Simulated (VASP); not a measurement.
A run of VASP 6.6.1 is set up as follows.

The input INCAR:

```
PREC     = Accurate       # precision mode
ENCUT    = 520            # plane-wave cutoff, eV
EDIFF    = 1E-6           # SCF threshold, eV
ISMEAR   = -1             # smearing method
SIGMA    = 0.1            # smearing width, eV
LREAL    = F              # projectors in reciprocal space
LASPH    = T              # aspherical terms in the spheres
NELM     = 60             # most SCF steps
ALGO     = Normal         # electronic algorithm
ISIF     = 2              # what is computed and relaxed
LWAVE    = F              # write WAVECAR
LCHARG   = T              # write CHGCAR
GGA      = B5             # functional
ALDAX    = 1.0          
AGGAX    = 1.0          
AGGAC    = 1.0          
ALDAC    = 0.0          
LELF     = T              # ELF
LVHAR    = T            
NBANDS   = 17             # bands
```

Contents of KPOINTS:

```
regular mesh
0
Gamma
  12 12 12
```

File POSCAR:

```
Ni
1.0
    0.0000000000      2.4848462745      2.4848462745
    2.4848462745      0.0000000000      2.4848462745
    2.4848462745      2.4848462745      0.0000000000
Ni
2
Direct
    0.1250000000      0.1250000000      0.1250000000
    0.8750000000      0.8750000000      0.8750000000
```

Potentials or basis: VASP PAW PBE potentials, release 64 (Ni).

Run with:

```bash
$ cat potpaw_PBE.64/Ni/POTCAR > POTCAR
$ mpirun -np 1 vasp_std > vasp.out
```

**Question.** Predict the pressure.

**Answer.** 13.4 GPa.

**Question.** Predict the band gap on the k mesh.

**Answer.** Zero (bands 10 and 11 overlap by 0.33 eV).

Caveat: the cell stands under pressure; the PAW data sets were made with another functional, which shifts forces and pressure a little; the run has no spin polarisation, though such a crystal can be magnetic. Spin polarisation is off, so any magnetic state and its effect on volume and gap are missing.
